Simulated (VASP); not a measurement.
# Ta in VASP: density of states with PBE

Aim: the density of states of Ta with PBE.

All numbers are computed with VASP 6.6.1; they aren't measurements. Logs are shortened: lines on timing, memory, paths and dates and some standing lists are left out, and cuts for length are marked.

## (1) The cell of the first run

The cell holds a slab with vacuum, 5 atoms: a = 3.320 Å, b = 3.320 Å, c = 22.639 Å, α = 90.00°, β = 90.00°, γ = 90.00°.

## (2) Density of states, PBE

POSCAR

```
Ta
1.0
    3.3195547167      0.0000000000      0.0000000000
    0.0000000000      3.3195547167      0.0000000000
    0.0000000000      0.0000000000     22.6391000000
Ta
5
Direct
    0.0000000000      0.0000000000      0.3533707297
    0.5000000000      0.5000000000      0.4266853646
    0.0000000000      0.0000000000      0.5000000000
    0.5000000000      0.5000000000      0.5733146354
    0.0000000000      0.0000000000      0.6466292703
```

INCAR.step1

```
SYSTEM = Ta
ALGO = Normal
DIPOL = 0.5 0.5 0.500
EDIFF = 1E-7
ENCUT = 520
GGA = PE
IDIPOL = 3
ISIF = 2
ISMEAR = -1
LASPH = .True.
LCHARG = .True.
LDIPOL = .True.
LMAXMIX = 4
LREAL = .False.
LWAVE = .False.
NBANDS = 36
NELM = 80
PREC = Accurate
SIGMA = 0.08
```

KPOINTS.step1

```
k-points
0
Gamma
  12 12 1
  0 0 0
```

INCAR.step2

```
SYSTEM = Ta
ALGO = Normal
DIPOL = 0.5 0.5 0.500
EDIFF = 1E-7
ENCUT = 520
GGA = PE
ICHARG = 11
IDIPOL = 3
ISIF = 2
ISMEAR = -5
LASPH = .True.
LCHARG = .False.
LDIPOL = .True.
LMAXMIX = 4
LORBIT = 10
LREAL = .False.
LWAVE = .False.
NBANDS = 36
NEDOS = 1001
NELM = 80
PREC = Accurate
SIGMA = 0.08
```

KPOINTS.step2

```
k-points
0
Gamma
  18 18 1
  0 0 0
```

Potentials or basis: VASP PAW PBE potentials, release 64 (Ta_pv).

Started as:

```sh
$ cat potpaw_PBE.64/Ta_pv/POTCAR > POTCAR
$ cp INCAR.step1 INCAR
$ cp KPOINTS.step1 KPOINTS
$ mpirun -np 1 vasp_std > vasp.out
$ cp INCAR.step2 INCAR
$ cp KPOINTS.step2 KPOINTS
$ mpirun -np 1 vasp_std > vasp.out
```

OUTCAR:

```text
SYSTEM = Ta
   EDIFF = 1E-7
   ENCUT = 520
   GGA = PE
   ICHARG = 11
   ISIF = 2
   ISMEAR = -5
   LASPH = .True.
   LORBIT = 10
   LREAL = .False.
   NELM = 80
   PREC = Accurate

 ion  position               nearest neighbor table
   1  0.000  0.000  0.353-   2 2.87   2 2.87   2 2.87   2 2.87   3 3.32
   2  0.500  0.500  0.427-   1 2.87   1 2.87   1 2.87   1 2.87   3 2.87   3 2.87   3 2.87   3 2.87
                             4 3.32
   3  0.000  0.000  0.500-   2 2.87   4 2.87   2 2.87   4 2.87   2 2.87   4 2.87   2 2.87   4 2.87
                             1 3.32   5 3.32
   4  0.500  0.500  0.573-   5 2.87   5 2.87   5 2.87   5 2.87   3 2.87   3 2.87   3 2.87   3 2.87
                             2 3.32
   5  0.000  0.000  0.647-   4 2.87   4 2.87   4 2.87   4 2.87   3 3.32

  LATTYP: Found a simple tetragonal cell.
 ALAT       =     3.3195547167
 C/A-ratio  =     6.8199207219

  Lattice vectors:

 A1 = (   3.3195547167,   0.0000000000,   0.0000000000)
 A2 = (   0.0000000000,   3.3195547167,   0.0000000000)
 A3 = (   0.0000000000,   0.0000000000,  22.6391000000)

Analysis of symmetry for initial positions (statically):
=====================================================================
 Subroutine PRICEL returns:
 Original cell was already a primitive cell.

 Routine SETGRP: Setting up the symmetry group for a
 simple tetragonal supercell.

 Subroutine GETGRP returns: Found 16 space group operations
 (whereof 16 operations were pure point group operations)
 out of a pool of 16 trial point group operations.

The static configuration has the point symmetry D_4h.

Analysis of symmetry for dynamics (positions and initial velocities):
=====================================================================
 Subroutine PRICEL returns:
 Original cell was already a primitive cell.

 Routine SETGRP: Setting up the symmetry group for a
 simple tetragonal supercell.

 Subroutine GETGRP returns: Found 16 space group operations
 (whereof 16 operations were pure point group operations)
 out of a pool of 16 trial point group operations.

The dynamic configuration has the point symmetry D_4h.

 Subroutine INISYM returns: Found 16 space group operations
 (whereof 16 operations are pure point group operations),
 and found     1 'primitive' translations

----------------------------------------------------------------------------------------

                                     Primitive cell

  volume of cell :     249.4703

  direct lattice vectors                    reciprocal lattice vectors
     3.319554717  0.000000000  0.000000000     0.301245223  0.000000000  0.000000000
     0.000000000  3.319554717  0.000000000     0.000000000  0.301245223  0.000000000
     0.000000000  0.000000000 22.639100000     0.000000000  0.000000000  0.044171367

  length of vectors
     3.319554717  3.319554717 22.639100000     0.301245223  0.301245223  0.044171367

  position of ions in fractional coordinates (direct lattice)
     0.000000000  0.000000000  0.353370730
     0.500000000  0.500000000  0.426685365
     0.000000000  0.000000000  0.500000000
     0.500000000  0.500000000  0.573314635
     0.000000000  0.000000000  0.646629270

  ion indices of the primitive-cell ions
   primitive index   ion index
                 1           1
                 2           2
                 3           3
                 4           4
                 5           5

----------------------------------------------------------------------------------------

 KPOINTS: k-points

Automatic generation of k-mesh.
 Grid dimensions read from file:
 generate k-points for:   18   18    1

 Generating k-lattice:

  Cartesian coordinates                     Fractional coordinates (reciprocal lattice)
     0.016735846  0.000000000  0.000000000     0.055555556  0.000000000  0.000000000
     0.000000000  0.016735846  0.000000000     0.000000000  0.055555556  0.000000000
     0.000000000  0.000000000  0.044171367     0.000000000  0.000000000  1.000000000

  Length of vectors
     0.016735846  0.016735846  0.044171367

  Shift w.r.t. Gamma in fractional coordinates (k-lattice)
     0.000000000  0.000000000  0.000000000

 TETIRR: Found    495 inequivalent tetrahedra from     1944

 Subroutine IBZKPT returns following result:
 ===========================================

 Found     55 irreducible k-points:

 Following reciprocal coordinates:
            Coordinates               Weight
  0.000000  0.000000  0.000000      1.000000
  0.055556  0.000000  0.000000      4.000000
  0.111111  0.000000  0.000000      4.000000
  0.166667  0.000000  0.000000      4.000000
  0.222222  0.000000  0.000000      4.000000
  0.277778  0.000000  0.000000      4.000000
[... 16 lines left out ...]
  0.277778  0.111111  0.000000      8.000000
  0.333333  0.111111  0.000000      8.000000
 [... further k-points ...]
   k-points           NKPTS =     55   k-points in BZ     NKDIM =     55   number of bands    NBANDS=     36
   number of dos      NEDOS =   1001   number of ions     NIONS =      5
   total plane-waves  NPLWV = 131712
   dimension x,y,z NGX =    28 NGY =   28 NGZ =  168
   dimension x,y,z NGXF=    56 NGYF=   56 NGZF=  336
   ions per type =               5
   NGX,Y,Z   is equivalent  to a cutoff of  14.02, 14.02, 12.34 a.u.
   NGXF,Y,Z  is equivalent  to a cutoff of  28.05, 28.05, 24.67 a.u.
 SYSTEM =  Ta
   PREC   = accura    normal or accurate (medium, high low for compatibility)
   ISTART =      0    job   : 0-new  1-cont  2-samecut
   ICHARG =     11    charge: 1-file 2-atom 10-const
   ISPIN  =      1    spin polarized calculation?
   LNONCOLLINEAR =      F non collinear calculations
   LSORBIT =      F    spin-orbit coupling
   LASPH  =      T    aspherical Exc in radial PAW
   ENCUT  =  520.0 eV  38.22 Ry    6.18 a.u.   6.17  6.17 42.09*2*pi/ulx,y,z
   NELM   =     80;   NELMIN=  2; NELMDL=  0     # of ELM steps
   EDIFF  = 0.1E-06   stopping-criterion for ELM
   LREAL  =      F    real-space projection
   EDIFFG = 0.1E-05   stopping-criterion for IOM
   NSW    =      0    number of steps for IOM
   IBRION =     -1    ionic relax: 0-MD 1-quasi-New 2-CG
   NFREE  =      0    steps in history (QN), initial steepest desc. (CG)
   ISIF   =      2    stress and relaxation
   ISYM   =      2    0-nonsym 1-usesym 2-fastsym
   POTIM  = 0.5000    time-step for ionic-motion
   TEBEG  =    0.0;   TEEND  =   0.0 temperature during run
   PSTRESS=    0.0 pullay stress
   NELECT =      55.0000    total number of electrons
   NUPDOWN=      -1.0000    fix difference up-down
   EMIN   =  10.00;   EMAX   =-10.00  energy-range for DOS
   EFERMI =   0.00;   METHOD = LEGACY
   ISMEAR =    -5;   SIGMA  =   0.08  broadening in eV -4-tet -1-fermi 0-gaus
   EFERMI_NEDOS =   21; number of points for ismear=-14 and -15
   IALGO  =     38    algorithm
   IMIX   =      4    mixing-type and parameters
     AMIX     =   0.40;   BMIX     =  1.00
     AMIX_MAG =   1.60;   BMIX_MAG =  1.00
  volume/ion in A,a.u.               =      49.89       336.70
  Fermi-wavevector in a.u.,A,eV,Ry     =   0.988984  1.868910 13.307725  0.978090
  Thomas-Fermi vector in A             =   2.120551
   LORBIT       =     10    0 simple, 1 ext, 2 COOP (PROOUT), +10 PAW based schemes
   GGA     = PE    functional components
   LHFCALC =     F    Hartree Fock is set to
   AEXX    =    0.0000 exact exchange contribution
   IVDW    =     0    specifies the selected vdW correction
   LEPSILON=     F    determine dielectric tensor
   LRPA    =     F    only Hartree local field effects (RPA)
 non-spin polarized calculation
 Fermi weights with tetrahedron method with Bloechl corrections
  energy-cutoff  :      520.00
  volume of cell :      249.47
 maximum number of plane-waves:      6784
 NGX is ok and might be reduce to    28

 number of electron      54.9999994 magnetization

 dipolmoment           0.000000      0.000000      0.000000 electrons x Angstroem

 Free energy of the ion-electron system (eV)
  ---------------------------------------------------
  ext. energy  EPLUGINS =         0.00000000
  ---------------------------------------------------
  free energy    TOTEN  =       -55.28236316 eV

  energy without entropy =      -55.28236316  energy(sigma->0) =      -55.28236316

 E-fermi :  -0.2646     XC(G=0):  -5.7096

 val. band max:       -0.2580178518   @ k =   0.3333   0.0556   0.0000
 cond. band min:      -0.2583231526   @ k =   0.0000   0.0000   0.0000
 fundamental gap:     -0.0003053009
 Fermi energy:        -0.2645889529

 k-point     1 :       0.0000    0.0000    0.0000
  band No.  band energies     occupation
      1     -35.0975      2.00000
      2     -35.0947      2.00000
      3     -34.9254      2.00000
      4     -34.9253      2.00000
      5     -34.9218      2.00000
      6     -34.9218      2.00000
[... 28 lines left out ...]
     35       2.3547      0.00000
     36       2.4161      0.00000

 k-point     2 :       0.0556    0.0000    0.0000
  band No.  band energies     occupation
      1     -35.0983      2.00000
      2     -35.0953      2.00000
      3     -34.9319      2.00000
      4     -34.9294      2.00000
      5     -34.9236      2.00000
      6     -34.9202      2.00000
[... 28 lines left out ...]
     35       2.0046      0.00000
     36       2.2617      0.00000

 k-point     3 :       0.1111    0.0000    0.0000
  band No.  band energies     occupation
      1     -35.1005      2.00000
      2     -35.0974      2.00000
      3     -34.9508      2.00000
      4     -34.9507      2.00000
      5     -34.9187      2.00000
      6     -34.9158      2.00000
[... 28 lines left out ...]
     35       1.7436      0.00000
     36       2.0705      0.00000

 k-point     4 :       0.1667    0.0000    0.0000
  band No.  band energies     occupation
      1     -35.1038      2.00000
      2     -35.1014      2.00000
      3     -34.9816      2.00000
      4     -34.9795      2.00000
      5     -34.9112      2.00000
      6     -34.9089      2.00000
[... 28 lines left out ...]
     35       1.9263      0.00000
     36       1.9441      0.00000

 k-point     5 :       0.2222    0.0000    0.0000
  band No.  band energies     occupation
      1     -35.1081      2.00000
      2     -35.1079      2.00000
      3     -35.0169      2.00000
      4     -35.0151      2.00000
      5     -34.9020      2.00000
      6     -34.9004      2.00000
[... 655 lines left out ...]
 k-point    22 :       0.2222    0.1111    0.0000
  band No.  band energies     occupation
      1     -35.1061      2.00000
      2     -35.1046      2.00000
      3     -35.0116      2.00000
      4     -35.0111      2.00000
      5     -34.9311      2.00000
      6     -34.9282      2.00000
[... 28 lines left out ...]
     35       2.5074      0.00000
     36       2.5152      0.00000

 k-point    23 :       0.2778    0.1111    0.0000
  band No.  band energies     occupation
      1     -35.1128      2.00000
      2     -35.1074      2.00000
      3     -35.0490      2.00000
      4     -35.0473      2.00000
      5     -34.9221      2.00000
      6     -34.9190      2.00000
[... 28 lines left out ...]
     35       2.2638      0.00000
     36       2.7057      0.00000

 k-point    24 :       0.3333    0.1111    0.0000
  band No.  band energies     occupation
      1     -35.1209      2.00000
      2     -35.1105      2.00000
      3     -35.0834      2.00000
      4     -35.0796      2.00000
      5     -34.9130      2.00000
      6     -34.9105      2.00000
[... 28 lines left out ...]
     35       1.9535      0.00000
     36       2.7718      0.00000

 [... further k-points ...]

------------------------ aborting loop because EDIFF is reached ----------------------------------------

 vacuum level on the upper side and lower side of the slab       (xc-potential included)        -0.123        -0.123

  FORCE on cell =-STRESS in cart. coord.  units (eV):
  Direction    XX          YY          ZZ          XY          YZ          ZX
  --------------------------------------------------------------------------------------
  -------------------------------------------------------------------------------------
  Total       -6.6577886     -6.6577886     -5.6801793      0.0000000      0.0000000      0.0000000
  in kB      -42.7584312    -42.7584312    -36.4799139      0.0000000      0.0000000      0.0000000
  external PRESSURE =     -40.6655921 kB  Pullay stress =       0.0000000 kB

 VOLUME and BASIS-vectors are now :
 -----------------------------------------------------------------------------
  energy-cutoff  :      520.00
  volume of cell :      249.47
      direct lattice vectors                 reciprocal lattice vectors
     3.319554717  0.000000000  0.000000000     0.301245223  0.000000000  0.000000000
     0.000000000  3.319554717  0.000000000     0.000000000  0.301245223  0.000000000
     0.000000000  0.000000000 22.639100000     0.000000000  0.000000000  0.044171367

 POSITION                                       TOTAL-FORCE (eV/Angst)
 -----------------------------------------------------------------------------------
      0.00000      0.00000      8.00000         0.000000     -0.000000      1.500020
      1.65978      1.65978      9.65977        -0.000000     -0.000000     -1.467365
      0.00000      0.00000     11.31955         0.000000      0.000000      0.000000
      1.65978      1.65978     12.97933         0.000000     -0.000000      1.467365
      0.00000      0.00000     14.63910         0.000000      0.000000     -1.500020
 -----------------------------------------------------------------------------------
    total drift:                               -0.000000      0.000000      0.000000

  FREE ENERGIE OF THE ION-ELECTRON SYSTEM (eV)
  ---------------------------------------------------
  free  energy   TOTEN  =       -55.2823631570 eV

  energy  without entropy=      -55.2823631570  energy(sigma->0) =      -55.28236316

 vacuum level on the upper side and lower side of the slab         3.596         3.596

 total charge

# of ion       s       p       d       tot
------------------------------------------
    1        0.370   6.063   2.250   8.684
    2        0.369   6.172   2.337   8.878
    3        0.364   6.177   2.345   8.886
    4        0.369   6.172   2.337   8.878
    5        0.370   6.063   2.250   8.684
--------------------------------------------------
tot          1.843  30.647  11.520  44.010
```

Wall time 9.3 min (1 thread of AMD EPYC 9R45 (Zen 5), shared host); peak memory 0.52 GiB.

Results:

```yaml
Valence_electrons_inside_the_program's_atomic_spheres: Ta 8.68, 8.88, 8.89
```

Caveat: spin-orbit coupling is left out, which moves the levels of the heavy elements; tetrahedron occupations give inexact forces and stress in metals.
